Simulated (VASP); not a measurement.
# MgC18 in VASP: a series of runs, part 3 of 4

VASP 6.6.1. The steps go on from the part before.

## 4. Single point, PBE

INCAR reads:

```
ALGO = Normal
EDIFF = 1E-6
ENCUT = 520
GGA = PE
ISIF = 2
ISMEAR = 0
LASPH = T
LCHARG = F
LREAL = Auto
LWAVE = F
NBANDS = 52
NELM = 60
PREC = Accurate
SIGMA = 0.05
```

KPOINTS reads:

```
k-points
0
Gamma
  2 2 1
```

POSCAR reads:

```
MgC18
1.0
    7.3980000000      0.0000000000      0.0000000000
   -3.6990000000      6.4068560000      0.0000000000
    0.0000000000      0.0000000000     11.0000000000
C Mg
18 1
Direct
   -0.0014161669      0.0018427135      0.0811737273
    0.2211689362      0.1114465504      0.0812130909
   -0.0014185789      0.3351487844      0.0813123636
    0.2211608832      0.4447521530      0.0812295455
   -0.0014202392      0.6684771751      0.0812183636
    0.2211698642      0.7780920938      0.0812970909
    0.3319266366      0.0018367823      0.0812192727
    0.5545043217      0.1114287569      0.0812216364
    0.3318955212      0.3351562763      0.0811570909
    0.5544903720      0.4447593328      0.0811798182
    0.3319079061      0.6684784237      0.0812206364
    0.5544889111      0.7780927182      0.0811567273
    0.6652516562      0.0018347533      0.0812472727
    0.8878354744      0.1114365611      0.0812070000
    0.6652577253      0.3351453505      0.0812099091
    0.8878370884      0.4447482509      0.0812236364
    0.6652408104      0.6684851353      0.0811534545
    0.8878332087      0.7780919378      0.0811851818
    0.7106873779      0.5840608873      0.4609018182
```

Potentials or basis: VASP PAW PBE potentials, release 64 (C, Mg).

On the command line:

```bash
> cat potpaw_PBE.64/C/POTCAR potpaw_PBE.64/Mg/POTCAR > POTCAR
> mpirun -np 1 vasp_std > vasp.out
```

OUTCAR:

```text
EDIFF = 1E-6
   ENCUT = 520
   GGA = PE
   ISIF = 2
   ISMEAR = 0
   LASPH = T
   LREAL = Auto
   NELM = 60
   PREC = Accurate

 ion  position               nearest neighbor table
   1  0.999  0.002  0.081-  14 1.41   2 1.43  18 1.43
   2  0.221  0.111  0.081-   7 1.41   1 1.43   9 1.43
   3  0.999  0.335  0.081-  16 1.41   4 1.43  14 1.43
   4  0.221  0.445  0.081-   9 1.41   3 1.43  11 1.43
   5  0.999  0.668  0.081-  18 1.41   6 1.43  16 1.43
   6  0.221  0.778  0.081-  11 1.41   5 1.43   7 1.43
[... 10 lines left out ...]
  17  0.665  0.668  0.081-  12 1.41  18 1.43  10 1.43
  18  0.888  0.778  0.081-   5 1.41  17 1.43   1 1.43
  19  0.711  0.584  0.461-

  LATTYP: Found a hexagonal cell.
 ALAT       =     7.3980000000
 C/A-ratio  =     1.4868883482

  Lattice vectors:

 A1 = (   7.3980000000,   0.0000000000,   0.0000000000)
 A2 = (  -3.6990000000,   6.4068560000,   0.0000000000)
 A3 = (   0.0000000000,   0.0000000000,  11.0000000000)

Analysis of symmetry for initial positions (statically):
=====================================================================
 Subroutine PRICEL returns:
 Original cell was already a primitive cell.

 Routine SETGRP: Setting up the symmetry group for a
 hexagonal supercell.

 Subroutine GETGRP returns: Found  1 space group operations
 (whereof  1 operations were pure point group operations)
 out of a pool of 24 trial point group operations.

The static configuration has the point symmetry C_1 .

Analysis of symmetry for dynamics (positions and initial velocities):
=====================================================================
 Subroutine PRICEL returns:
 Original cell was already a primitive cell.

 Routine SETGRP: Setting up the symmetry group for a
 hexagonal supercell.

 Subroutine GETGRP returns: Found  1 space group operations
 (whereof  1 operations were pure point group operations)
 out of a pool of 24 trial point group operations.

The dynamic configuration has the point symmetry C_1 .

 Subroutine INISYM returns: Found  1 space group operations
 (whereof  1 operations are pure point group operations),
 and found     1 'primitive' translations

----------------------------------------------------------------------------------------

                                     Primitive cell

  volume of cell :     521.3771

  direct lattice vectors                    reciprocal lattice vectors
     7.398000000  0.000000000  0.000000000     0.135171668  0.078041398  0.000000000
    -3.699000000  6.406856000  0.000000000     0.000000000  0.156082796  0.000000000
     0.000000000  0.000000000 11.000000000     0.000000000  0.000000000  0.090909091

  length of vectors
     7.398000000  7.398000054 11.000000000     0.156082797  0.156082796  0.090909091

  position of ions in fractional coordinates (direct lattice)
     0.998583833  0.001842713  0.081173727
     0.221168936  0.111446550  0.081213091
     0.998581421  0.335148784  0.081312364
     0.221160883  0.444752153  0.081229546
     0.998579761  0.668477175  0.081218364
     0.221169864  0.778092094  0.081297091
[... 11 lines left out ...]
     0.887833209  0.778091938  0.081185182
[... 47 lines left out ...]

 Found      4 irreducible k-points:

 Following reciprocal coordinates:
            Coordinates               Weight
  0.000000  0.000000  0.000000      1.000000
  0.500000 -0.000000  0.000000      1.000000
  0.000000  0.500000  0.000000      1.000000
  0.500000  0.500000  0.000000      1.000000
   k-points           NKPTS =      4   k-points in BZ     NKDIM =      4   number of bands    NBANDS=     52
   number of dos      NEDOS =    301   number of ions     NIONS =     19
   total plane-waves  NPLWV = 263424
   dimension x,y,z NGX =    56 NGY =   56 NGZ =   84
   dimension x,y,z NGXF=   112 NGYF=  112 NGZF=  168
   ions per type =              18   1
   NGX,Y,Z   is equivalent  to a cutoff of  12.58, 12.58, 12.70 a.u.
   NGXF,Y,Z  is equivalent  to a cutoff of  25.17, 25.17, 25.39 a.u.
 SYSTEM =  unknown system
   PREC   = accura    normal or accurate (medium, high low for compatibility)
   ISTART =      0    job   : 0-new  1-cont  2-samecut
   ICHARG =      2    charge: 1-file 2-atom 10-const
   ISPIN  =      1    spin polarized calculation?
   LNONCOLLINEAR =      F non collinear calculations
   LSORBIT =      F    spin-orbit coupling
   LASPH  =      T    aspherical Exc in radial PAW
   ENCUT  =  520.0 eV  38.22 Ry    6.18 a.u.  13.76 13.76 20.45*2*pi/ulx,y,z
   NELM   =     60;   NELMIN=  2; NELMDL= -5     # of ELM steps
   EDIFF  = 0.1E-05   stopping-criterion for ELM
   LREAL  =      T    real-space projection
   EDIFFG = 0.1E-04   stopping-criterion for IOM
   NSW    =      0    number of steps for IOM
   IBRION =     -1    ionic relax: 0-MD 1-quasi-New 2-CG
   NFREE  =      0    steps in history (QN), initial steepest desc. (CG)
   ISIF   =      2    stress and relaxation
   ISYM   =      2    0-nonsym 1-usesym 2-fastsym
   POTIM  = 0.5000    time-step for ionic-motion
   TEBEG  =    0.0;   TEEND  =   0.0 temperature during run
   PSTRESS=    0.0 pullay stress
   NELECT =      74.0000    total number of electrons
   NUPDOWN=      -1.0000    fix difference up-down
   EMIN   =  10.00;   EMAX   =-10.00  energy-range for DOS
   EFERMI =   0.00;   METHOD = LEGACY
   ISMEAR =     0;   SIGMA  =   0.05  broadening in eV -4-tet -1-fermi 0-gaus
   EFERMI_NEDOS =   21; number of points for ismear=-14 and -15
   IALGO  =     38    algorithm
   IMIX   =      4    mixing-type and parameters
     AMIX     =   0.40;   BMIX     =  1.00
     AMIX_MAG =   1.60;   BMIX_MAG =  1.00
  volume/ion in A,a.u.               =      27.44       185.18
  Fermi-wavevector in a.u.,A,eV,Ry     =   0.853955  1.613740  9.921890  0.729238
  Thomas-Fermi vector in A             =   1.970477
   LORBIT       =      0    0 simple, 1 ext, 2 COOP (PROOUT), +10 PAW based schemes
   GGA     = PE    functional components
   LHFCALC =     F    Hartree Fock is set to
   AEXX    =    0.0000 exact exchange contribution
   IVDW    =     0    specifies the selected vdW correction
   LEPSILON=     F    determine dielectric tensor
   LRPA    =     F    only Hartree local field effects (RPA)
 non-spin polarized calculation
 Gauss-broadening in eV      SIGMA  =   0.05
  energy-cutoff  :      520.00
  volume of cell :      521.38
 maximum number of plane-waves:     14099
 NGX is ok and might be reduce to    56
   NGX = 27   NGY = 27   NGZ = 41

 number of electron      74.0000003 magnetization

 Free energy of the ion-electron system (eV)
  ---------------------------------------------------
  ext. energy  EPLUGINS =         0.00000000
  ---------------------------------------------------
  free energy    TOTEN  =      -165.63814344 eV

  energy without entropy =     -165.63600168  energy(sigma->0) =     -165.63707256

 E-fermi :  -1.1930     XC(G=0):  -4.8754

 val. band max:       -1.2727862130   @ k =   0.0000   0.0000   0.0000
 cond. band min:      -1.1135952810   @ k =   0.0000   0.0000   0.0000
 fundamental gap:      0.1591909320
 Fermi energy:        -1.1930347594

 k-point     1 :       0.0000    0.0000    0.0000
  band No.  band energies     occupation
      1     -20.7140      2.00000
      2     -18.1339      2.00000
      3     -18.1334      2.00000
      4     -18.1293      2.00000
      5     -18.1290      2.00000
      6     -18.1273      2.00000
[... 197 lines left out ...]
     48       3.7602      0.00000
     49       3.8715      0.00000
 [bands above 49 left out]

------------------------ aborting loop because EDIFF is reached ----------------------------------------

  FORCE on cell =-STRESS in cart. coord.  units (eV):
  Direction    XX          YY          ZZ          XY          YZ          ZX
  --------------------------------------------------------------------------------------
  -------------------------------------------------------------------------------------
  Total       -1.9866858      5.0277493     -0.2540611      2.9793773      0.0000446      0.0050036
  in kB       -6.1050299     15.4501329     -0.7807228      9.1555431      0.0001370      0.0153758
  external PRESSURE =       2.8547934 kB  Pullay stress =       0.0000000 kB

 VOLUME and BASIS-vectors are now :
 -----------------------------------------------------------------------------
  energy-cutoff  :      520.00
  volume of cell :      521.38
      direct lattice vectors                 reciprocal lattice vectors
     7.398000000  0.000000000  0.000000000     0.135171668  0.078041398  0.000000000
    -3.699000000  6.406856000  0.000000000     0.000000000  0.156082796  0.000000000
     0.000000000  0.000000000 11.000000000     0.000000000  0.000000000  0.090909091

 POSITION                                       TOTAL-FORCE (eV/Angst)
 -----------------------------------------------------------------------------------
      7.38071      0.01181      0.89291         0.001675     -0.007621      0.003276
      1.22397      0.71402      0.89334         0.003240     -0.004811     -0.002825
      6.14779      2.14725      0.89444         0.002275     -0.000514     -0.009264
     -0.00899      2.84946      0.89353        -0.001958      0.010357     -0.002836
      4.91480      4.28284      0.89340         0.003732      0.001158     -0.000331
     -1.24195      4.98512      0.89427         0.008024      0.004612     -0.012152
[... 11 lines left out ...]
      3.69003      4.98512      0.89304         0.003802      0.009741     -0.001076
      3.09722      3.74199      5.06992         0.001484     -0.000395      0.002797
 -----------------------------------------------------------------------------------
    total drift:                               -0.007193     -0.001897     -0.049741

  FREE ENERGIE OF THE ION-ELECTRON SYSTEM (eV)
  ---------------------------------------------------
  free  energy   TOTEN  =      -165.6381434417 eV

  energy  without entropy=     -165.6360016845  energy(sigma->0) =     -165.63707256
```

Run time: 6 min. Hardware: 1 thread of Intel Xeon Platinum 8259CL at 2.50GHz (Skylake/Cascade Lake), shared host; peak memory 0.56 GiB.

What came out:

- Free energy: -165.6381 eV
- Largest force: 0.017 eV/Å
- Band gap on the k mesh: 0.16 eV

Forces in eV/Å, atoms in the order of the input:
```
C    0.002 -0.008  0.003
C    0.003 -0.005 -0.003
C    0.002 -0.001 -0.009
C   -0.002  0.010 -0.003
C    0.004  0.001  0.000
C    0.008  0.005 -0.012
C   -0.002 -0.017  0.004
C   -0.001 -0.002  0.003
C    0.003 -0.001  0.005
C    0.001 -0.002 -0.002
C   -0.009  0.006  0.000
C   -0.004  0.006  0.000
C   -0.005 -0.011 -0.006
C    0.009  0.002  0.010
C   -0.011  0.000  0.000
C    0.001  0.006  0.007
C   -0.004 -0.001  0.002
C    0.004  0.010 -0.001
Mg   0.001  0.000  0.003
```

Caveat: the k points lie up to 0.49 Å⁻¹ apart; there is no dipole correction, which matters where the two faces differ.

## 5. Single point, PBE

INCAR reads:

```
PREC     = Accurate       # precision mode
ENCUT    = 520            # plane-wave cutoff, eV
EDIFF    = 1E-7           # SCF threshold, eV
ISMEAR   = 0              # smearing method
SIGMA    = 0.05           # smearing width, eV
LREAL    = Auto         
LASPH    = True           # aspherical terms in the spheres
NELM     = 80             # most SCF steps
ALGO     = Normal         # electronic algorithm
ISIF     = 2              # what is computed and relaxed
LWAVE    = False          # write WAVECAR
LCHARG   = True           # write CHGCAR
GGA      = PE             # functional
LELF     = True           # ELF
LVHAR    = True         
NBANDS   = 52             # bands
```

KPOINTS reads:

```
Automatic mesh
0
Gamma
  2 2 1
```

POSCAR reads:

```
MgC18
1.0
    7.3980000000      0.0000000000      0.0000000000
   -3.6990000000      6.4068560000      0.0000000000
    0.0000000000      0.0000000000     11.0000000000
C Mg
18 1
Direct
   -0.0014186049      0.0018153990      0.0813123636
    0.2211609352      0.1114189237      0.0812295455
   -0.0014202652      0.3351437897      0.0812183636
    0.2211698382      0.4447587085      0.0812970909
   -0.0014161929      0.6685093281      0.0811737273
    0.2211687750      0.7781131650      0.0812130909
    0.3318954952      0.0018228910      0.0811570909
    0.5544903460      0.1114259475      0.0811798182
    0.3319078801      0.3351450384      0.0812206364
    0.5544888851      0.4447593328      0.0811567273
    0.3319266887      0.6685035531      0.0812192727
    0.5545042957      0.7780953716      0.0812216364
    0.6652576993      0.0018119652      0.0812099091
    0.8878370624      0.1114148656      0.0812236364
    0.6652407844      0.3351517499      0.0811534545
    0.8878332607      0.4447587085      0.0811851818
    0.6652517082      0.6685015240      0.0812472727
    0.8878354484      0.7781031757      0.0812070000
    0.7106873519      0.2507275019      0.4609018182
```

On the command line:

```bash
> cat potpaw_PBE.64/C/POTCAR potpaw_PBE.64/Mg/POTCAR > POTCAR
> mpirun -np 1 vasp_std > vasp.out
```

Wall time 6.6 min (1 thread of Intel Xeon Platinum 8259CL at 2.50GHz (Skylake/Cascade Lake), shared host); peak memory 0.55 GiB.

It converged, with:

```yaml
Free_energy: -165.6381 eV
Largest_force: 0.019 eV/Å
Band_gap_on_the_k_mesh: 0.16 eV
```

Forces in eV/Å, atoms in the order of the input:
```
C   -0.001 -0.002 -0.009
C   -0.001  0.001  0.004
C    0.000  0.002  0.007
C    0.001  0.014 -0.014
C    0.007 -0.006 -0.003
C    0.009 -0.006 -0.008
C    0.005 -0.012  0.000
C    0.002 -0.003 -0.003
C   -0.001  0.002  0.002
C   -0.002  0.007  0.005
C   -0.012 -0.002  0.004
C   -0.003  0.000 -0.001
C   -0.009 -0.002  0.000
C    0.007  0.006  0.007
C   -0.007  0.000  0.003
C    0.005  0.008 -0.001
C   -0.002 -0.010 -0.008
C    0.002  0.003  0.012
Mg   0.001  0.000  0.003
```

Levels at points of the mesh, in eV from the valence-band top:
```tsv
k point	band 35	band 36	band 37	band 38	band 39	band 40
(0.00, 0.00, 0.00)	-0.45	0.00	0.00	0.16	0.16	2.94
(0.50, 0.00, 0.00)	-2.53	-2.30	-0.35	1.78	2.50	2.51
(0.00, 0.50, 0.00)	-2.54	-2.34	-0.35	1.86	2.52	2.53
(0.50, 0.50, 0.00)	-2.57	-2.20	-0.35	1.62	2.55	2.58
```

Caveat: the k points lie up to 0.49 Å⁻¹ apart; there is no dipole correction, which matters where the two faces differ.

(Part 3 of 4 ends here.)
